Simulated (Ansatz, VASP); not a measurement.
# One calculation of In3GaAs4, two programs

```xyz
8
Lattice="4.2904 0.0000 0.0000 0.0000 4.2904 0.0000 0.0000 0.0000 12.2022" Properties=species:S:1:pos:R:3 pbc="T T T"
In    0.0000    0.0000    9.0459
In    0.0000    0.0000    3.1563
In    2.1452    2.1452    0.0000
Ga    2.1452    2.1452    6.1011
As    2.1452    0.0000    4.7428
As    0.0000    2.1452    1.5787
As    2.1452    0.0000   10.6235
As    0.0000    2.1452    7.4594
```

Alike in both runs: task single point; functional PBE; k mesh 6 × 6 × 2; occupations gaussian, width 0.2 eV; no spin polarisation.

```csv
,VASP,Ansatz
version,VASP 6.6.1,Ansatz 0.2.0
potentials or method,"VASP PAW PBE potentials, release 64 (In_d, Ga_d, As), cutoff 520 eV","scalar-relativistic, plane waves, PAW"
valence electrons in the cell,72,112
```

|  | VASP | Ansatz | Ansatz less VASP |
| --- | --- | --- | --- |
| gap on the k mesh at the Fermi level (eV) | none | none | - |
| pressure (GPa) | 0.1 | 0.0 | -0.08 |
| traceless stress, the component that is largest in VASP (GPa) | -0.08 | -0.08 | +0.001 |
| rms of the force components (eV/Å) | 0.004 | 0.003 | -0.0009 |

Atom by atom the forces differ by 0.002 eV/Å (rms over components). A gap of «none» marks a metal or a gap that the smearing closes. The functional is the same, so the differences come from potentials, cutoffs and numerics. VASP's potentials hold 72 valence electrons a cell and Ansatz's 112, so a difference there can come from the potentials and not from the codes.
